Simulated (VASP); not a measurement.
## Ti3Al: single point with LDA

Ti3Al:

```
Ti Al
1.0
     0.00000    3.14765    3.14765
     3.14765    0.00000    3.14765
     3.14765    3.14765    0.00000
Ti Al
3 1
Cartesian
  4.7215 4.7215 4.7215
  1.5738 1.5738 1.5738
  0.0000 0.0000 0.0000
  3.1477 3.1477 3.1477
```

| Quantity | Value |
| --- | --- |
| Program | VASP 6.6.1 |
| Task | single point |
| Functional | LDA |
| Potentials or basis | VASP PAW LDA potentials, release 64 (Ti_sv, Al) |
| Cutoff | 520 eV |
| k mesh | 6 × 6 × 6 |
| Occupations | gaussian, width 0.1 eV |
| Spin | no spin polarisation |
| Dipole correction | no |
| Further INCAR settings | ALGO = Fast; EDIFF = 1e-07; NBANDS = 28 |

```json
{"Pressure": "0.0 GPa", "Band gap on the k mesh": "zero (an odd number of electrons rules out a gap without spin polarisation)"}
```

Levels at points of the mesh, in eV from the Fermi level:
```csv
k point,band 18,band 19,band 20,band 21,band 22,band 23
"(0.00, 0.00, 0.00)",-1.81,0.05,0.05,0.05,2.44,2.44
"(0.50, 0.00, 0.00)",-0.36,-0.36,-0.01,-0.01,0.89,1.06
"(0.50, 0.50, 0.00)",-0.51,-0.17,-0.15,-0.15,1.13,1.35
```

Run time: 2.7 min on 1 thread of AMD EPYC 7R13, on a shared host, peak memory 0.15 GiB.
